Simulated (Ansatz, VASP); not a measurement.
K5AgS3 in VASP and in Ansatz

```
CELL_PARAMETERS angstrom
6.49390 0.00000 0.00000
-3.24695 5.62388 0.00000
0.00000 0.00000 10.30474
ATOMIC_POSITIONS crystal
K 0.00000 0.00000 0.00000
K 0.33333 0.66667 0.27299
K 0.33333 0.66667 0.72701
K 0.66667 0.33333 0.72701
K 0.66667 0.33333 0.27299
Ag 0.00000 0.00000 0.50000
S 0.50000 0.00000 0.50000
S 0.00000 0.50000 0.50000
S 0.50000 0.50000 0.50000
```

Alike in both runs: task single point; functional revPBE; k mesh 6 × 6 × 4; occupations gaussian, width 0.1 eV; no spin polarisation.

```csv
,VASP,Ansatz
version,VASP 6.6.1,Ansatz 0.2.0
potentials or method,"VASP PAW PBE potentials, release 64 (K_sv, Ag, S)","scalar-relativistic, plane waves, PAW"
plane-wave cutoff (eV),500,420
valence electrons in the cell,74,82
```

|  | VASP | Ansatz | Ansatz less VASP |
| --- | --- | --- | --- |
| gap on the k mesh at the Fermi level (eV) | none | none | - |
| pressure (GPa) | 0.8 | 0.7 | -0.02 |
| traceless stress, the component that is largest in VASP (GPa) | -0.02 | -0.05 | -0.033 |
| rms of the force components (eV/Å) | 0.046 | 0.039 | -0.0071 |

VASP's potentials were made for PBE, not for revPBE. Atom by atom the forces differ by 0.007 eV/Å (rms over components). A gap of «none» marks a metal or a gap that the smearing closes. VASP's potentials hold 74 valence electrons a cell and Ansatz's 82, so a difference there can come from the potentials and not from the codes.
